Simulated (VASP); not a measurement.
The system is HfSnSe4.

```xyz
6
Lattice="6.7498 0.0000 0.0000 0.0000 3.7814 0.0000 -0.1650 0.0000 7.1129" Properties=species:S:1:pos:R:3 pbc="T T T"
Hf    3.3749    1.8907    0.0000
Sn    0.0000    0.0000    0.0000
Se    2.1493    0.0000    5.5198
Se    5.4246    1.8907    5.5279
Se    1.1602    1.8907    1.5850
Se    4.4354    0.0000    1.5931
```

Base run:

* Program: VASP 6.6.1
* Functional: PBEsol
* Potentials or basis: VASP PAW PBE potentials, release 64 (Hf_pv, Sn_d, Se)
* Cutoff: 520 eV
* k mesh: 6 × 10 × 6
* Occupations: gaussian, width 0.1 eV
* Spin: no spin polarisation

Its results: band gap on the k mesh zero (bands 24 and 25 overlap by 0.47 eV); pressure -2.4 GPa; largest force 0.300 eV/Å.

Problem. The run is repeated on the same cell with these changes: functional from PBEsol to PBE. What comes out?

Solution. Band gap on the k mesh zero (bands 24 and 25 overlap by 0.43 eV); pressure -0.1 GPa; largest force 0.038 eV/Å.

PBE binds less tightly than PBEsol, so the same cell stands under more pressure.

Caveats: spin-orbit coupling is left out, which moves the levels of the heavy elements; this functional lacks dispersion, which binds the layers, so the pressure and a relaxed spacing across them are unreliable; the PAW data sets were made with another functional, which shifts forces and pressure a little (at least some runs).
